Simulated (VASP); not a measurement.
# PbS (Cmcm) in VASP: a series of runs

PbS is run at these levels: LDA; tasks: single point.

All numbers are computed with VASP 6.6.1; they aren't measurements. Logs are shortened: lines on timing, memory, paths and dates and some standing lists are left out, and cuts for length are marked.

## Step 1: The cell of the first run

The structure is orthorhombic, space group Cmcm (No. 63). The conventional cell has a = 4.075 Å, b = 11.738 Å, c = 4.192 Å, α = 90.00°, β = 90.00°, γ = 90.00°. Within 3.5 Å of Pb (site symmetry m2m) lie 5 S at 2.63 to 2.93 Å. Within 3.5 Å of S (site symmetry m2m) lie 5 Pb at 2.63 to 2.93 Å.

## Step 2: Single point, LDA

The input, INCAR:

```
  ALGO = Normal
  EDIFF = 1E-6
  ENCUT = 520
  ISIF = 2
  ISMEAR = -1
  LASPH = T
  LCHARG = F
  LREAL = F
  LWAVE = F
  NBANDS = 28
  NELM = 60
  PREC = Accurate
  SIGMA = 0.05
```

The input, KPOINTS:

```
k-points
0
Gamma
  7 7 6
```

The input, POSCAR:

```
PbS
1.0
    2.0374927668     -5.8689911821      0.0000000000
    2.0374927668      5.8689911821      0.0000000000
    0.0000000000      0.0000000000      4.1919633476
Pb S
2 2
Direct
    0.1305633500      0.8694366500      0.2500000000
    0.8694366500      0.1305633500      0.7500000000
    0.3547970900      0.6452029100      0.2500000000
    0.6452029100      0.3547970900      0.7500000000
```

Potentials or basis: VASP PAW LDA potentials, release 64 (Pb_d, S).

Command:

```bash
> cat potpaw_LDA.64/Pb_d/POTCAR potpaw_LDA.64/S/POTCAR > POTCAR
> mpirun -np 1 vasp_std > vasp.out
```

OUTCAR:

```text
EDIFF = 1E-6
   ENCUT = 520
   ISIF = 2
   ISMEAR = -1
   LASPH = T
   LREAL = F
   NELM = 60
   PREC = Accurate

 ion  position               nearest neighbor table
   1  0.131  0.869  0.250-   3 2.63   4 2.93   4 2.93   4 2.93   4 2.93   2 3.71   2 3.71   2 4.05
                             2 4.05   2 4.05   2 4.05
   2  0.869  0.131  0.750-   4 2.63   3 2.93   3 2.93   3 2.93   3 2.93   1 3.71   1 3.71   1 4.05
                             1 4.05   1 4.05   1 4.05
   3  0.355  0.645  0.250-   1 2.63   2 2.93   2 2.93   2 2.93   2 2.93
   4  0.645  0.355  0.750-   2 2.63   1 2.93   1 2.93   1 2.93   1 2.93

  LATTYP: Found a base centered orthorhombic cell.
 ALAT       =     4.0749855336
 B/A-ratio  =     2.8804966956
 C/A-ratio  =     1.0287063139

  Lattice vectors:

 A1 = (   2.0374927668,  -5.8689911821,   0.0000000000)
 A2 = (   2.0374927668,   5.8689911821,   0.0000000000)
 A3 = (   0.0000000000,   0.0000000000,   4.1919633476)

Analysis of symmetry for initial positions (statically):
=====================================================================
 Subroutine PRICEL returns:
 Original cell was already a primitive cell.

 Routine SETGRP: Setting up the symmetry group for a
 base centered orthorhombic supercell.

 Subroutine GETGRP returns: Found  8 space group operations
 (whereof  4 operations were pure point group operations)
 out of a pool of  8 trial point group operations.

The static configuration has the point symmetry C_2h.
 The point group associated with its full space group is D_2h.

Analysis of symmetry for dynamics (positions and initial velocities):
=====================================================================
 Subroutine PRICEL returns:
 Original cell was already a primitive cell.

 Routine SETGRP: Setting up the symmetry group for a
 base centered orthorhombic supercell.

 Subroutine GETGRP returns: Found  8 space group operations
 (whereof  4 operations were pure point group operations)
 out of a pool of  8 trial point group operations.

The dynamic configuration has the point symmetry C_2h.
 The point group associated with its full space group is D_2h.

 Subroutine INISYM returns: Found  8 space group operations
 (whereof  4 operations are pure point group operations),
 and found     1 'primitive' translations

----------------------------------------------------------------------------------------

                                     Primitive cell

  volume of cell :     100.2552
[... 92 lines left out ...]
   NELM   =     60;   NELMIN=  2; NELMDL= -5     # of ELM steps
   EDIFF  = 0.1E-05   stopping-criterion for ELM
   LREAL  =      F    real-space projection
   EDIFFG = 0.1E-04   stopping-criterion for IOM
   NSW    =      0    number of steps for IOM
   IBRION =     -1    ionic relax: 0-MD 1-quasi-New 2-CG
   NFREE  =      0    steps in history (QN), initial steepest desc. (CG)
   ISIF   =      2    stress and relaxation
   ISYM   =      2    0-nonsym 1-usesym 2-fastsym
   POTIM  = 0.5000    time-step for ionic-motion
   TEBEG  =    0.0;   TEEND  =   0.0 temperature during run
   PSTRESS=    0.0 pullay stress
   NELECT =      40.0000    total number of electrons
   NUPDOWN=      -1.0000    fix difference up-down
   EMIN   =  10.00;   EMAX   =-10.00  energy-range for DOS
   EFERMI =   0.00;   METHOD = LEGACY
   ISMEAR =    -1;   SIGMA  =   0.05  broadening in eV -4-tet -1-fermi 0-gaus
   EFERMI_NEDOS =   21; number of points for ismear=-14 and -15
   IALGO  =     38    algorithm
   IMIX   =      4    mixing-type and parameters
     AMIX     =   0.40;   BMIX     =  1.00
     AMIX_MAG =   1.60;   BMIX_MAG =  1.00
  volume/ion in A,a.u.               =      25.06       169.14
  Fermi-wavevector in a.u.,A,eV,Ry     =   1.205200  2.277498 19.762561  1.452507
  Thomas-Fermi vector in A             =   2.340903
   LORBIT       =      0    0 simple, 1 ext, 2 COOP (PROOUT), +10 PAW based schemes
   GGA     = CA    functional components
   LHFCALC =     F    Hartree Fock is set to
   AEXX    =    0.0000 exact exchange contribution
   IVDW    =     0    specifies the selected vdW correction
   LEPSILON=     F    determine dielectric tensor
   LRPA    =     F    only Hartree local field effects (RPA)
 non-spin polarized calculation
  energy-cutoff  :      520.00
  volume of cell :      100.26
 maximum number of plane-waves:      2732
 NGX is ok and might be reduce to    48
   NGX = 23   NGY = 23   NGZ = 15

 number of electron      39.9999997 magnetization

 Free energy of the ion-electron system (eV)
  ---------------------------------------------------
  ext. energy  EPLUGINS =         0.00000000
  ---------------------------------------------------
  free energy    TOTEN  =       -19.84909495 eV

  energy without entropy =      -19.84909321  energy(sigma->0) =      -19.84909408

 E-fermi :   5.9436     XC(G=0): -10.2124

 val. band max:        5.4383981317   @ k =  -0.4286   0.4286   0.3333
 cond. band min:       6.3999921537   @ k =   0.4286   0.4286   0.0000
 fundamental gap:      0.9615940220
 Fermi energy:         5.9436133252

 k-point     1 :       0.0000    0.0000    0.0000
  band No.  band energies     occupation
      1     -11.0144      2.00000
      2     -10.8657      2.00000
      3     -10.8499      2.00000
      4     -10.8485      2.00000
      5     -10.8094      2.00000
      6     -10.8052      2.00000
[... 733 lines left out ...]
     27      12.8873      0.00000
     28      13.6483      0.00000

 [... further k-points ...]

------------------------ aborting loop because EDIFF is reached ----------------------------------------

  FORCE on cell =-STRESS in cart. coord.  units (eV):
  Direction    XX          YY          ZZ          XY          YZ          ZX
  --------------------------------------------------------------------------------------
  -------------------------------------------------------------------------------------
  Total       -0.0615751      0.1697435     -0.2557016      0.0000000      0.0000000      0.0000000
  in kB       -0.9840301      2.7126688     -4.0863635      0.0000000      0.0000000      0.0000000
  external PRESSURE =      -0.7859083 kB  Pullay stress =       0.0000000 kB

 VOLUME and BASIS-vectors are now :
 -----------------------------------------------------------------------------
  energy-cutoff  :      520.00
  volume of cell :      100.26
      direct lattice vectors                 reciprocal lattice vectors
     2.037492767 -5.868991182  0.000000000     0.245399644 -0.085193517  0.000000000
     2.037492767  5.868991182  0.000000000     0.245399644  0.085193517  0.000000000
     0.000000000  0.000000000  4.191963348     0.000000000  0.000000000  0.238551704

 POSITION                                       TOTAL-FORCE (eV/Angst)
 -----------------------------------------------------------------------------------
      2.03749      4.33644      1.04799         0.000000      0.296550     -0.000000
      2.03749     -4.33644      3.14397         0.000000     -0.296550      0.000000
      2.03749      1.70439      1.04799         0.000000     -0.199564     -0.000000
      2.03749     -1.70439      3.14397         0.000000      0.199564     -0.000000
 -----------------------------------------------------------------------------------
    total drift:                               -0.000000     -0.000000      0.000000

  FREE ENERGIE OF THE ION-ELECTRON SYSTEM (eV)
  ---------------------------------------------------
  free  energy   TOTEN  =       -19.8490949542 eV

  energy  without entropy=      -19.8490932104  energy(sigma->0) =      -19.84909408
```

OSZICAR:

```text
N       E                     dE             d eps       ncg     rms          rms(c)
DAV:   1     0.423416549392E+03    0.42342E+03   -0.19081E+04  3584   0.156E+03
DAV:   2     0.270822476823E+02   -0.39633E+03   -0.38429E+03  3636   0.411E+02
DAV:   3    -0.185134186397E+02   -0.45596E+02   -0.44285E+02  4688   0.157E+02
DAV:   4    -0.206418519981E+02   -0.21284E+01   -0.21201E+01  4312   0.341E+01
DAV:   5    -0.207236752172E+02   -0.81823E-01   -0.81811E-01  4848   0.712E+00    0.695E+00
DAV:   6    -0.198646523686E+02    0.85902E+00   -0.20765E+00  5024   0.104E+01    0.457E+00
DAV:   7    -0.198583173423E+02    0.63350E-02   -0.41400E-01  4328   0.276E+00    0.261E+00
DAV:   8    -0.198530116980E+02    0.53056E-02   -0.67980E-02  5248   0.196E+00    0.516E-01
DAV:   9    -0.198489926625E+02    0.40190E-02   -0.18739E-02  5004   0.104E+00    0.758E-02
DAV:  10    -0.198490906698E+02   -0.98007E-04   -0.13293E-03  3980   0.193E-01    0.475E-02
DAV:  11    -0.198490957349E+02   -0.50651E-05   -0.10826E-04  5516   0.707E-02    0.215E-02
DAV:  12    -0.198490949542E+02    0.78075E-06   -0.86464E-06  4024   0.172E-02
   1 F= -.19849095E+02 E0= -.19849094E+02  d E =-.174375E-05
```

Wall time 74 s (1 thread of Intel Xeon 6975P-C (Granite Rapids), shared host); peak memory 0.3 GiB.

What came out:

```
Free energy            : -19.8491 eV
Pressure               : -0.1 GPa
Largest force          : 0.297 eV/Å
Band gap on the k mesh : 0.96 eV (least direct gap 1.26 eV)
```

Forces in eV/Å, atoms in the order of the input:
```
Pb   0.000  0.297  0.000
Pb   0.000 -0.297  0.000
S    0.000 -0.200  0.000
S    0.000  0.200  0.000
```

Caveat: spin-orbit coupling is left out, which moves the levels of the heavy elements; an odd mesh through Γ misses points on the zone boundary, where band edges can lie.

## Step 3: Single point, LDA

This run uses another cell than the first one, of 26.13 Å³/atom.

The input, INCAR:

```
PREC = Accurate
ENCUT = 520
EDIFF = 1E-7
ISMEAR = -1
SIGMA = 0.05
LREAL = False
LASPH = True
NELM = 80
ALGO = Normal
ISIF = 2
LWAVE = False
LCHARG = False
NBANDS = 28
```

The input, KPOINTS:

```
Automatic mesh
0
Gamma
  7 7 6
```

The input, POSCAR:

```
PbS
1.0
    2.0659928603     -5.9510856073      0.0000000000
    2.0659928603      5.9510856073      0.0000000000
    0.0000000000      0.0000000000      4.2505997999
Pb S
2 2
Direct
    0.1305633500      0.8694366500      0.2500000000
    0.8694366500      0.1305633500      0.7500000000
    0.3547970900      0.6452029100      0.2500000000
    0.6452029100      0.3547970900      0.7500000000
```

Potentials or basis: VASP PAW LDA potentials, release 64 (Pb_d, S).

Command:

```bash
> cat potpaw_LDA.64/Pb_d/POTCAR potpaw_LDA.64/S/POTCAR > POTCAR
> mpirun -np 1 vasp_std > vasp.out
```

OUTCAR:

```text
PREC = Accurate
   ENCUT = 520
   EDIFF = 1E-7
   ISMEAR = -1
   LREAL = False
   LASPH = True
   NELM = 80
   ISIF = 2

 ion  position               nearest neighbor table
   1  0.131  0.869  0.250-   3 2.67   4 2.97   4 2.97   4 2.97   4 2.97   2 3.77   2 3.77   2 4.11
                             2 4.11   2 4.11   2 4.11
   2  0.869  0.131  0.750-   4 2.67   3 2.97   3 2.97   3 2.97   3 2.97   1 3.77   1 3.77   1 4.11
                             1 4.11   1 4.11   1 4.11
   3  0.355  0.645  0.250-   1 2.67   2 2.97   2 2.97   2 2.97   2 2.97
   4  0.645  0.355  0.750-   2 2.67   1 2.97   1 2.97   1 2.97   1 2.97

  LATTYP: Found a base centered orthorhombic cell.
 ALAT       =     4.1319857206
 B/A-ratio  =     2.8804966956
 C/A-ratio  =     1.0287063139

  Lattice vectors:

 A1 = (   2.0659928603,  -5.9510856073,   0.0000000000)
 A2 = (   2.0659928603,   5.9510856073,   0.0000000000)
 A3 = (   0.0000000000,   0.0000000000,   4.2505997999)

Analysis of symmetry for initial positions (statically):
=====================================================================
 Subroutine PRICEL returns:
 Original cell was already a primitive cell.

 Routine SETGRP: Setting up the symmetry group for a
 base centered orthorhombic supercell.

 Subroutine GETGRP returns: Found  8 space group operations
 (whereof  4 operations were pure point group operations)
 out of a pool of  8 trial point group operations.

The static configuration has the point symmetry C_2h.
 The point group associated with its full space group is D_2h.

Analysis of symmetry for dynamics (positions and initial velocities):
=====================================================================
 Subroutine PRICEL returns:
 Original cell was already a primitive cell.

 Routine SETGRP: Setting up the symmetry group for a
 base centered orthorhombic supercell.

 Subroutine GETGRP returns: Found  8 space group operations
 (whereof  4 operations were pure point group operations)
 out of a pool of  8 trial point group operations.

The dynamic configuration has the point symmetry C_2h.
 The point group associated with its full space group is D_2h.

[... 123 lines left out ...]
  volume/ion in A,a.u.               =      26.13       176.34
  Fermi-wavevector in a.u.,A,eV,Ry     =   1.188575  2.246080 19.221078  1.412709
  Thomas-Fermi vector in A             =   2.324701
   LORBIT       =      0    0 simple, 1 ext, 2 COOP (PROOUT), +10 PAW based schemes
   GGA     = CA    functional components
   LHFCALC =     F    Hartree Fock is set to
   AEXX    =    0.0000 exact exchange contribution
   IVDW    =     0    specifies the selected vdW correction
   LEPSILON=     F    determine dielectric tensor
   LRPA    =     F    only Hartree local field effects (RPA)
 non-spin polarized calculation
  energy-cutoff  :      520.00
  volume of cell :      104.52
 maximum number of plane-waves:      2840
   NGX = 23   NGY = 23   NGZ = 15

 number of electron      40.0000003 magnetization

 Free energy of the ion-electron system (eV)
  ---------------------------------------------------
  ext. energy  EPLUGINS =         0.00000000
  ---------------------------------------------------
  free energy    TOTEN  =       -19.81547676 eV

  energy without entropy =      -19.81547591  energy(sigma->0) =      -19.81547634

 E-fermi :   5.4541     XC(G=0): -10.0200

 val. band max:        4.8943255292   @ k =  -0.4286   0.4286   0.3333
 cond. band min:       5.9544944743   @ k =   0.4286   0.4286   0.0000
 fundamental gap:      1.0601689450
 Fermi energy:         5.4541272683

 k-point     1 :       0.0000    0.0000    0.0000
  band No.  band energies     occupation
      1     -11.4430      2.00000
      2     -11.3273      2.00000
      3     -11.3143      2.00000
      4     -11.3143      2.00000
      5     -11.2784      2.00000
      6     -11.2754      2.00000
[... 733 lines left out ...]
     27      12.3234      0.00000
     28      13.1013      0.00000

 [... further k-points ...]

------------------------ aborting loop because EDIFF is reached ----------------------------------------

  FORCE on cell =-STRESS in cart. coord.  units (eV):
  Direction    XX          YY          ZZ          XY          YZ          ZX
  --------------------------------------------------------------------------------------
  -------------------------------------------------------------------------------------
  Total       -1.6592707     -1.3561369     -1.8415088      0.0000000     -0.0000000      0.0000000
  in kB      -25.4344644    -20.7878173    -28.2279376      0.0000000     -0.0000000      0.0000000
  external PRESSURE =     -24.8167398 kB  Pullay stress =       0.0000000 kB

 VOLUME and BASIS-vectors are now :
 -----------------------------------------------------------------------------
  energy-cutoff  :      520.00
  volume of cell :      104.52
      direct lattice vectors                 reciprocal lattice vectors
     2.065992860 -5.951085607  0.000000000     0.242014389 -0.084018284  0.000000000
     2.065992860  5.951085607  0.000000000     0.242014389  0.084018284  0.000000000
     0.000000000  0.000000000  4.250599800     0.000000000  0.000000000  0.235260915

 POSITION                                       TOTAL-FORCE (eV/Angst)
 -----------------------------------------------------------------------------------
      2.06599      4.39710      1.06265         0.000000      0.021310      0.000000
      2.06599     -4.39710      3.18795         0.000000     -0.021310     -0.000000
      2.06599      1.72823      1.06265         0.000000     -0.026118      0.000000
      2.06599     -1.72823      3.18795         0.000000      0.026118      0.000000
 -----------------------------------------------------------------------------------
    total drift:                               -0.000000     -0.000000      0.000000

  FREE ENERGIE OF THE ION-ELECTRON SYSTEM (eV)
  ---------------------------------------------------
  free  energy   TOTEN  =       -19.8154767615 eV

  energy  without entropy=      -19.8154759126  energy(sigma->0) =      -19.81547634
```

OSZICAR:

```text
N       E                     dE             d eps       ncg     rms          rms(c)
DAV:   1     0.417642970592E+03    0.41764E+03   -0.18903E+04  3584   0.154E+03
DAV:   2     0.269935046673E+02   -0.39065E+03   -0.37907E+03  3628   0.405E+02
DAV:   3    -0.185331286312E+02   -0.45527E+02   -0.44384E+02  4664   0.155E+02
DAV:   4    -0.206596824856E+02   -0.21266E+01   -0.21186E+01  4272   0.345E+01
DAV:   5    -0.207474539876E+02   -0.87772E-01   -0.87756E-01  4796   0.739E+00    0.650E+00
DAV:   6    -0.198306432790E+02    0.91681E+00   -0.23016E+00  4996   0.103E+01    0.423E+00
DAV:   7    -0.198254527666E+02    0.51905E-02   -0.39445E-01  4076   0.265E+00    0.256E+00
DAV:   8    -0.198199739194E+02    0.54788E-02   -0.69310E-02  5296   0.188E+00    0.699E-01
DAV:   9    -0.198153544788E+02    0.46194E-02   -0.20294E-02  5008   0.102E+00    0.966E-02
DAV:  10    -0.198154732631E+02   -0.11878E-03   -0.13806E-03  4072   0.203E-01    0.423E-02
DAV:  11    -0.198154800381E+02   -0.67750E-05   -0.89116E-05  5300   0.608E-02    0.196E-02
DAV:  12    -0.198154774252E+02    0.26128E-05   -0.16752E-05  5072   0.216E-02    0.154E-02
DAV:  13    -0.198154769834E+02    0.44182E-06   -0.17073E-06  4556   0.876E-03    0.967E-03
DAV:  14    -0.198154768129E+02    0.17050E-06   -0.31250E-07  3316   0.387E-03    0.308E-03
DAV:  15    -0.198154767615E+02    0.51421E-07   -0.99640E-08  2236   0.226E-03
   1 F= -.19815477E+02 E0= -.19815476E+02  d E =-.848929E-06
```

stdout:

```text
POSCAR found type information on POSCAR PbS
 POSCAR found :  2 types and       4 ions
 scaLAPACK will be used
 LDA part: xc-table for (Slater(with rela. corr.)+CA(PZ))
 , standard interpolation
 POSCAR, INCAR and KPOINTS ok, starting setup
 FFT: planning ... GRIDC
 FFT: planning ... GRID_SOFT
 FFT: planning ... GRID
 WAVECAR not read
 entering main loop
```

Wall time 92 s (1 thread of Intel Xeon 6975P-C (Granite Rapids), shared host); peak memory 0.31 GiB.

What came out:

```
Free energy            : -19.8155 eV
Pressure               : -2.5 GPa
Largest force          : 0.026 eV/Å
Band gap on the k mesh : 1.06 eV (least direct gap 1.29 eV)
```

Forces on the atoms (eV/Å):
```
Pb   0.000  0.021  0.000
Pb   0.000 -0.021  0.000
S    0.000 -0.026  0.000
S    0.000  0.026  0.000
```

Caveat: spin-orbit coupling is left out, which moves the levels of the heavy elements; an odd mesh through Γ misses points on the zone boundary, where band edges can lie.
